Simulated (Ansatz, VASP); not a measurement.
## TePb in VASP and in Ansatz

```
Pb Te
1.0
     0.00000    3.23100    3.23100
     3.23100    0.00000    3.23100
     3.23100    3.23100    0.00000
Pb Te
1 1
Direct
  0.00000 0.00000 0.00000
  0.50000 0.50000 0.50000
```

Alike in both runs: task relaxation of cell and atoms; functional PBE exchange alone; k mesh 7 × 7 × 7; occupations fermi-dirac, width 0.05 eV; no spin polarisation.

|  | VASP | Ansatz |
| --- | --- | --- |
| version | VASP 6.6.1 | Ansatz 0.2.0 |
| potentials or method | VASP PAW PBE potentials, release 64 (Pb_d, Te) | Ansatz PAW |
| plane-wave cutoff (eV) | 500 | 420 |
| valence electrons in the cell | 20 | 30 |

VASP gave:

* relaxed volume (Å³/atom): 43.38
* relaxed cell length with the largest relative difference (Å): 4.969

Problem. What did Ansatz give for the same quantities?

Solution. Relaxed volume (Å³/atom): 43.30; relaxed cell length with the largest relative difference (Å): 4.966.

VASP's potentials were made for PBE, not for PBE exchange alone. VASP's potentials hold 20 valence electrons a cell and Ansatz's 30, so a difference there can come from the potentials and not from the codes.

Neither program's run includes spin-orbit coupling. Noted on VASP's run: the volume moved by over 15 % at a fixed basis, so the end points are rough. Noted on Ansatz's run: the volume moved by over 15 % at a fixed basis, so the end points are rough; the plane-wave basis is chosen anew once the cell has moved, so the energies of steps on either side of that aren't comparable.
